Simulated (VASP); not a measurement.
# NaSi48C48 (a cell with a defect) in VASP: single point with PBE

Aim: the single point of NaSi48C48 (a cell with a defect) with PBE.

All numbers are computed with VASP 6.6.1; they aren't measurements. Logs are shortened: lines on timing, memory, paths and dates and some standing lists are left out, and cuts for length are marked.

**1. The cell of the first run**

The cell holds a defect, 97 atoms: a = 10.718 Å, b = 10.718 Å, c = 10.129 Å, α = 90.00°, β = 90.00°, γ = 120.00°.

**2. Single point, PBE**

INCAR

```
ALGO     = Normal         # electronic algorithm
EDIFF    = 1E-6           # SCF threshold, eV
ENCUT    = 520            # plane-wave cutoff, eV
GGA      = PE             # functional
ISIF     = 2              # what is computed and relaxed
ISMEAR   = -1             # smearing method
LASPH    = True           # aspherical terms in the spheres
LCHARG   = False          # write CHGCAR
LREAL    = Auto         
LWAVE    = False          # write WAVECAR
NBANDS   = 250            # bands
NELECT   = 390.0        
NELM     = 100            # most SCF steps
PREC     = Accurate       # precision mode
SIGMA    = 0.01           # smearing width, eV
```

KPOINTS

```
Automatic mesh
0
Gamma
  1 1 1
  0.25 0.25 0.25
```

POSCAR

```
NaSi48C48
1.0
    9.2818844900      5.3588986200      0.0000000000
   -9.2818845900      5.3588984500      0.0000000000
    0.0000000000      0.0000000000     10.1287833600
Si C Na
48 48 1
Direct
    0.0017859522      0.1679472511      0.9377065006
    0.1643814898     -0.0010400904      0.9375594938
    0.3336289211      0.3341295701      0.9380691305
    0.0006818585      0.3343338200      0.4380977302
    0.1662676434      0.1678375814      0.4381632860
    0.3339396076      0.0006108527      0.4380706786
    0.0007566915      0.0021174066      0.6882186885
    0.1679750749      0.3343365469      0.6883871194
    0.3318677551      0.1647813172      0.6863097722
    0.0008248103      0.0016408084      0.1885269861
    0.1667728051      0.3343059141      0.1884388215
    0.3318268057      0.1669137411      0.1902616466
    0.0019371615      0.6683328638      0.9375396494
    0.1678241413      0.5003262267      0.9377002807
    0.3306618868      0.8292264749      0.9376570376
    0.0026654969      0.8366422529      0.4380147983
    0.1682051673      0.6685423497      0.4383344813
    0.3327317523      0.5009531897      0.4381445276
    0.0014438429      0.5017580791      0.6881162083
    0.1674720491      0.8343972757      0.6884291777
    0.3328657232      0.6666044092      0.6882118762
    0.0023356401      0.5021100076      0.1882710818
    0.1676847665      0.8346255071      0.1883486824
    0.3333914396      0.6670374720      0.1885342920
    0.4866705830      0.1451413367      0.9552101823
    0.6677552226     -0.0001719646      0.9375422163
    0.8361290130      0.3339799033      0.9440728131
    0.4958418565      0.3343669928      0.4344508954
    0.6673301936      0.1613354227      0.4332573661
    0.8340942802      0.0001329215      0.4383347775
    0.4987078346     -0.0053700824      0.6852021367
    0.6768070468      0.3337491217      0.6517431329
    0.8340251191      0.1666411387      0.6881174917
    0.4996177117     -0.0030908713      0.1916017878
    0.6683529500      0.3342541970      0.1998277511
    0.8345571157      0.1663912897      0.1882796711
    0.4994064959      0.6694148530      0.9375704527
    0.6755717517      0.5238857386      0.9559851026
    0.8357280180      0.8392529397      0.9376566427
    0.5003843561      0.8321219381      0.4380327668
    0.6676594731      0.6681118525      0.4380745290
    0.8402110402      0.5072639912      0.4333698179
    0.5012518437      0.5040131310      0.6861643450
    0.6674125319      0.8341872766      0.6884524777
    0.8383891050      0.6740549044      0.6850379511
    0.4990613849      0.5017375601      0.1904859578
    0.6673667211      0.8339645621      0.1883721798
    0.8370593309      0.6717887903      0.1918476219
    0.0013422652      0.1683961630      0.7502500281
    0.1657820325      0.0002145767      0.7502531874
    0.3363770882      0.3343096166      0.7503096601
    0.0002040301      0.3343598764      0.2499624002
    0.1662956228      0.1680419259      0.2506224005
    0.3343222419      0.0010429381      0.2501902657
    0.0007638931      0.0014766793      0.5012704705
    0.1670092020      0.3343094919      0.5012112333
    0.3330383840      0.1673426119      0.4995268257
    0.0011884636      0.0025998149      0.0012422025
    0.1678063852      0.3342507067      0.0008912225
    0.3301292197      0.1650411906      0.0026448389
    0.0007714333      0.6680983043      0.7500875209
    0.1670110306      0.5001012510      0.7502408463
    0.3324643635      0.8316396034      0.7503706743
    0.0031789567      0.8371450467      0.2510758607
    0.1680894440      0.6685698085      0.2503940414
    0.3325166176      0.5008352335      0.2506634716
    0.0011960471      0.5014369147      0.5006435442
    0.1677826184      0.8347069831      0.5012362117
    0.3335044212      0.6671624124      0.5012636582
    0.0024842396      0.5020438877      0.0007681080
    0.1673436381      0.8342142421      0.0007279255
    0.3326170954      0.6660288004      0.0012428936
    0.4938548940      0.1547248371      0.7394176313
    0.6669774108      0.0003029864      0.7500855463
    0.8318520049      0.3340556750      0.7472780028
    0.4979958951      0.3344135929      0.2493993514
    0.6671473231      0.1635405371      0.2491694126
    0.8339986330      0.0001565390      0.2503959172
    0.5003216493     -0.0013411331      0.4986414281
    0.6685934179      0.3341801813      0.4775969461
    0.8340776221      0.1670756762      0.5006466048
    0.4979564381     -0.0100871606      0.0051559993
    0.6707952136      0.3341083008      0.0200439671
    0.8346983940      0.1661833932      0.0007662322
    0.4996615325      0.6683391254      0.7502650348
    0.6732719006      0.5143665562      0.7388073902
    0.8351696125      0.8369950948      0.7503850887
    0.5004382576      0.8317263619      0.2510385413
    0.6676243207      0.6677629707      0.2502458499
    0.8378679988      0.5051566778      0.2491987350
    0.4998700021      0.5012513972      0.4993953193
    0.6673704609      0.8338602420      0.5012442087
    0.8360174503      0.6700026643      0.4984957048
    0.4989392289      0.5035197588      0.0029080492
    0.6673832734      0.8341894773      0.0007400691
    0.8424256818      0.6788335719      0.0054335252
    0.6098292887      0.3351613551      0.8397525841
```

Potentials or basis: VASP PAW PBE potentials, release 64 (Si, C, Na_pv).

Launch:

```console
$ cat potpaw_PBE.64/Si/POTCAR potpaw_PBE.64/C/POTCAR potpaw_PBE.64/Na_pv/POTCAR > POTCAR
$ mpirun -np 1 vasp_std > vasp.out
```

OUTCAR:

```text
EDIFF = 1E-6
   ENCUT = 520
   GGA = PE
   ISIF = 2
   ISMEAR = -1
   LASPH = True
   LREAL = Auto
   NELECT = 390.0
   NELM = 100
   PREC = Accurate

 ion  position               nearest neighbor table
   1  0.002  0.168  0.938-  58 1.88  59 1.89  84 1.89  49 1.90  39 3.05   2 3.08  27 3.08   3 3.08
                            14 3.09   7 3.09   8 3.09  33 3.10  11 3.10  26 3.10  10 3.10  36 3.10
   2  0.164  0.999  0.938-  58 1.88  71 1.89  60 1.90  50 1.90  25 3.00  39 3.05  13 3.07   1 3.08
                             7 3.08  20 3.09  10 3.10  23 3.10   9 3.11   3 3.11  15 3.12  12 3.13
   3  0.334  0.334  0.938-  59 1.89  51 1.90  60 1.91  94 1.91   1 3.08  14 3.08   8 3.09  11 3.10
                             2 3.11  37 3.11  12 3.11  46 3.12   9 3.12  43 3.13
   4  0.001  0.334  0.438-  56 1.89  67 1.90  81 1.90  52 1.91  18 3.08   5 3.08  11 3.09  29 3.10
                            42 3.10  22 3.10  36 3.10  19 3.10  30 3.10  17 3.10  33 3.10   8 3.11
   5  0.166  0.168  0.438-  55 1.89  56 1.89  57 1.89  53 1.90  28 3.06  16 3.07  12 3.08   4 3.08
                            30 3.08   9 3.09  10 3.09  18 3.09   7 3.09  11 3.09   8 3.09   6 3.11
   6  0.334  0.001  0.438-  68 1.89  79 1.90  57 1.90  54 1.90  16 3.07  34 3.08   9 3.08  17 3.08
                            31 3.08  12 3.09  23 3.09  29 3.10  28 3.10  20 3.10   5 3.11  40 3.11
   7  0.001  0.002  0.688-  87 1.88  50 1.89  49 1.89  55 1.89  45 3.05   9 3.07  33 3.07  39 3.08
                             8 3.08   2 3.08   1 3.09  30 3.09   5 3.09  44 3.09  16 3.10  20 3.10
   8  0.168  0.334  0.688-  62 1.89  49 1.89  56 1.90  51 1.91   7 3.08  21 3.08  14 3.09   3 3.09
                             1 3.09  43 3.09   5 3.09  18 3.09   9 3.10  33 3.10  19 3.10   4 3.11
   9  0.332  0.165  0.686-  73 1.87  50 1.89  57 1.89  51 1.91  20 3.07   7 3.07   6 3.08   5 3.09
[... 21 lines left out ...]
  20  0.167  0.834  0.688-  63 1.89  61 1.89  50 1.89  68 1.90  45 3.06   9 3.07  31 3.08  13 3.09
                            15 3.09  19 3.09   2 3.09  21 3.09  17 3.10  16 3.10   6 3.10   7 3.10
  21  0.333  0.667  0.688-  63 1.88  85 1.89  62 1.89  69 1.89  31 3.04  43 3.07  15 3.08  19 3.08
                             8 3.08  37 3.08  14 3.09  17 3.09  20 3.09  18 3.09  40 3.10  44 3.11
  22  0.002  0.502  0.188-  90 1.88  65 1.89  52 1.89  70 1.90  42 3.05  27 3.05  24 3.07  11 3.08
                            23 3.09  17 3.10   4 3.10  14 3.10  35 3.10  13 3.10  48 3.11  36 3.12
  23  0.168  0.835  0.188-  64 1.89  65 1.89  54 1.89  71 1.90  48 3.07  34 3.08  12 3.08  22 3.09
                            16 3.09   6 3.09  24 3.09  17 3.10  15 3.10  10 3.10   2 3.10  13 3.10
  24  0.333  0.667  0.189-  66 1.88  65 1.89  88 1.89  72 1.90  34 3.06  46 3.07  22 3.07  15 3.09
                            11 3.09  18 3.09  40 3.09  17 3.09  23 3.09  37 3.10  47 3.10  14 3.10
  25  0.487  0.145  0.955-  82 1.80  60 1.86  83 2.10  97 2.14  73 2.19  34 2.91  15 2.94  12 2.98
                             2 3.00  26 3.04
  26  0.668  1.000  0.938-  95 1.89  82 1.90  84 1.90  74 1.90  25 3.04  39 3.05  37 3.07  44 3.08
                            33 3.09  47 3.10   1 3.10  27 3.10  36 3.11  31 3.12  15 3.13  34 3.13
  27  0.836  0.334  0.944-  84 1.88  70 1.88  83 1.93  75 1.99  97 2.65  36 3.05  22 3.05   1 3.08
                            14 3.08  26 3.10  13 3.10  33 3.15  19 3.15
  28  0.496  0.334  0.434-  76 1.87  91 1.89  57 1.89  80 1.90  32 2.94  35 3.01  46 3.04  12 3.05
                             5 3.06  18 3.06  41 3.10   6 3.10  43 3.12   9 3.12
  29  0.667  0.161  0.433-  77 1.86  81 1.89  79 1.89  80 1.90  32 2.85  35 3.00  34 3.03  30 3.04
                            36 3.05  40 3.06   4 3.10   6 3.10  31 3.12  33 3.12
  30  0.834  0.000  0.438-  55 1.89  92 1.89  81 1.90  78 1.90  29 3.04  41 3.08  16 3.08   5 3.08
                             7 3.09  10 3.09  36 3.10  33 3.10  47 3.10  40 3.10  44 3.10   4 3.10
  31  0.499  0.995  0.685-  73 1.83  63 1.88  79 1.89  74 1.89  21 3.04  40 3.05  44 3.06  20 3.08
                             6 3.08  33 3.11  26 3.12  15 3.12  29 3.12   9 3.13
  32  0.677  0.334  0.652-  80 1.77  75 1.92  97 2.04  73 2.13  86 2.14  29 2.85  42 2.86  28 2.94
                            33 3.03  19 3.04
  33  0.834  0.167  0.688-  49 1.89  74 1.89  81 1.90  75 1.90  32 3.03   7 3.07  44 3.09  26 3.09
                            30 3.10   1 3.10   8 3.10   4 3.10  19 3.11  31 3.11  29 3.12  27 3.15
  34  0.500  0.997  0.192-  88 1.87  77 1.88  82 1.89  54 1.89  25 2.91  29 3.03  40 3.06  24 3.06
                            47 3.07   6 3.08  23 3.08  36 3.11  35 3.13  26 3.13  12 3.14  15 3.14
[... 365 lines left out ...]
   POTIM  = 0.5000    time-step for ionic-motion
   TEBEG  =    0.0;   TEEND  =   0.0 temperature during run
   PSTRESS=    0.0 pullay stress
   NELECT =     390.0000    total number of electrons
   NUPDOWN=      -1.0000    fix difference up-down
   EMIN   =  10.00;   EMAX   =-10.00  energy-range for DOS
   EFERMI =   0.00;   METHOD = LEGACY
   ISMEAR =    -1;   SIGMA  =   0.01  broadening in eV -4-tet -1-fermi 0-gaus
   EFERMI_NEDOS =   21; number of points for ismear=-14 and -15
   IALGO  =     38    algorithm
   IMIX   =      4    mixing-type and parameters
     AMIX     =   0.40;   BMIX     =  1.00
     AMIX_MAG =   1.60;   BMIX_MAG =  1.00
  volume/ion in A,a.u.               =      10.39        70.10
  Fermi-wavevector in a.u.,A,eV,Ry     =   1.193063  2.254562 19.366523  1.423399
  Thomas-Fermi vector in A             =   2.329086
   LORBIT       =      0    0 simple, 1 ext, 2 COOP (PROOUT), +10 PAW based schemes
   GGA     = PE    functional components
[... 5 lines left out ...]
 non-spin polarized calculation
  energy-cutoff  :      520.00
  volume of cell :     1007.63
 maximum number of plane-waves:     27154
   NGX = 39   NGY = 39   NGZ = 37

 number of electron     390.0000009 magnetization

 Free energy of the ion-electron system (eV)
  ---------------------------------------------------
  ext. energy  EPLUGINS =         0.00000000
  ---------------------------------------------------
  free energy    TOTEN  =      -724.07944526 eV

  energy without entropy =     -724.07944526  energy(sigma->0) =     -724.07944526

 E-fermi :   8.1780     XC(G=0): -11.3227

 val. band max:        7.8998305695   @ k =   0.5000   0.2500   0.2500
 cond. band min:      10.7316970290   @ k =   0.5000  -0.2500   0.2500
 fundamental gap:      2.8318664595
 Fermi energy:         8.1779718511

 k-point     1 :       0.2500    0.2500    0.2500
  band No.  band energies     occupation
      1     -15.8813      2.00000
      2     -15.6767      2.00000
      3     -15.3805      2.00000
      4      -6.9654      2.00000
      5      -6.6391      2.00000
      6      -6.6031      2.00000
[... 1249 lines left out ...]
    206      11.6604      0.00000
    207      11.6841      0.00000
 [bands above 207 left out]

------------------------ aborting loop because EDIFF is reached ----------------------------------------

  FORCE on cell =-STRESS in cart. coord.  units (eV):
  Direction    XX          YY          ZZ          XY          YZ          ZX
  --------------------------------------------------------------------------------------
  -------------------------------------------------------------------------------------
  Total        3.3231114     12.2163793     21.1537146     -8.3958858     -0.3771142     -0.6476937
  in kB        5.2839234     19.4246908     33.6355279    -13.3499037     -0.5996316     -1.0298674
  external PRESSURE =      19.4480474 kB  Pullay stress =       0.0000000 kB

 VOLUME and BASIS-vectors are now :
 -----------------------------------------------------------------------------
  energy-cutoff  :      520.00
  volume of cell :     1007.63
      direct lattice vectors                 reciprocal lattice vectors
     9.281884490  5.358898620  0.000000000     0.053868370  0.093302756  0.000000000
    -9.281884590  5.358898450  0.000000000    -0.053868372  0.093302755  0.000000000
     0.000000000  0.000000000 10.128783360     0.000000000  0.000000000  0.098728541

 POSITION                                       TOTAL-FORCE (eV/Angst)
 -----------------------------------------------------------------------------------
     -1.54229      0.90958      9.49783        -0.042457      0.027454      0.000870
     -7.74646      6.23423      9.49634         0.006366      0.032481     -0.001559
     -0.00465      3.57845      9.50150         0.019017      0.026233      0.016934
     -3.09692      1.79532      4.43740         0.006569     -0.007909      0.004610
     -0.01457      1.79044      4.43806         0.013503      0.002647     -0.003230
      3.09392      1.79282      4.43712         0.012945     -0.010617     -0.002215
[... 89 lines left out ...]
      1.51844      8.15227      0.05503         0.001292      0.148706      0.064200
      2.54944      5.06411      8.50567        -1.342291     -0.853252      0.046374
 -----------------------------------------------------------------------------------
    total drift:                               -0.019835      0.034997     -0.057799

  FREE ENERGIE OF THE ION-ELECTRON SYSTEM (eV)
  ---------------------------------------------------
  free  energy   TOTEN  =      -724.0794452562 eV

  energy  without entropy=     -724.0794452562  energy(sigma->0) =     -724.07944526
```

Wall time 59 min (1 thread of Intel Xeon Platinum 8175M at 2.50GHz (Skylake/Cascade Lake), shared host); peak memory 1.6 GiB.

Results:

- Free energy: -724.0794 eV
- Largest force: 1.591 eV/Å

Forces in eV/Å, atoms in the order of the input:
```
Si  -0.042  0.027  0.001
Si   0.006  0.032 -0.002
Si   0.019  0.026  0.017
Si   0.007 -0.008  0.005
Si   0.014  0.003 -0.003
Si   0.013 -0.011 -0.002
Si  -0.011  0.009  0.006
Si   0.016  0.000  0.003
Si   0.048 -0.029 -0.010
Si  -0.003  0.031 -0.009
Si   0.007  0.020 -0.010
Si   0.019  0.029  0.000
Si   0.023  0.047  0.004
Si  -0.008 -0.012  0.004
Si   0.029 -0.010  0.002
Si   0.007  0.013 -0.008
Si   0.009 -0.015  0.000
Si   0.013 -0.014 -0.004
Si  -0.022 -0.028  0.036
Si   0.017  0.004  0.008
Si   0.012 -0.041  0.007
Si   0.002 -0.005 -0.052
Si   0.011  0.024 -0.012
Si   0.011  0.008 -0.013
Si   0.221 -0.168  0.119
Si   0.033  0.030  0.001
Si  -0.233 -0.106 -0.200
Si   0.056  0.014  0.036
Si  -0.009  0.001  0.014
Si  -0.005 -0.003  0.003
Si   0.078 -0.054 -0.039
Si   0.231  0.155  0.130
Si  -0.026 -0.009  0.036
Si   0.035 -0.002  0.035
Si   0.033  0.032 -0.087
Si  -0.018  0.026 -0.057
Si   0.012  0.010  0.002
Si  -0.020  0.289  0.104
Si  -0.005  0.067  0.008
Si   0.021 -0.023 -0.007
Si   0.012  0.002  0.001
Si   0.008 -0.023  0.003
Si   0.023  0.043 -0.011
Si   0.018 -0.008  0.005
Si  -0.009  0.087 -0.035
Si   0.026  0.022 -0.008
Si   0.009  0.022 -0.013
Si   0.006  0.048  0.029
C   -0.027  0.027 -0.013
C   -0.003  0.013 -0.012
C    0.067  0.044 -0.003
C    0.002 -0.018  0.003
C    0.009 -0.007  0.005
C    0.015 -0.016  0.013
C   -0.005  0.026 -0.015
C    0.017  0.020 -0.010
C    0.010  0.019 -0.013
C   -0.026  0.008  0.001
C    0.009 -0.008  0.006
C    0.040  0.012  0.004
C    0.004  0.038 -0.013
C    0.019 -0.004 -0.014
C    0.028 -0.025 -0.008
C    0.002  0.015  0.015
C    0.004 -0.027 -0.001
C    0.014 -0.012  0.002
C    0.009  0.006  0.013
C    0.009  0.016 -0.008
C    0.018  0.007 -0.013
C   -0.026 -0.077 -0.047
C    0.016  0.007  0.005
C    0.042 -0.040  0.000
C    0.180 -0.184 -0.126
C    0.019 -0.002 -0.010
C   -0.139 -0.058  0.121
C    0.043  0.006  0.010
C   -0.006 -0.017  0.011
C   -0.010 -0.005  0.001
C    0.045  0.002 -0.030
C    0.042  0.036  0.107
C   -0.005  0.020  0.010
C    0.126 -0.084  0.062
C    0.110  0.065 -0.018
C   -0.085  0.007 -0.045
C   -0.002  0.009 -0.014
C   -0.065  0.252 -0.116
C   -0.005  0.051 -0.010
C    0.030 -0.030  0.012
C    0.012 -0.007  0.011
C    0.004 -0.019  0.022
C    0.010  0.024 -0.012
C    0.008  0.013 -0.007
C    0.009  0.042 -0.029
C    0.056  0.020 -0.002
C    0.023 -0.014  0.007
C    0.001  0.149  0.064
Na  -1.342 -0.853  0.046
```

Caveat: the cell carries a net charge on a neutralising background, which shifts energy and pressure; the cell is charged against a uniform background, so pressure and absolute levels hang on convention.
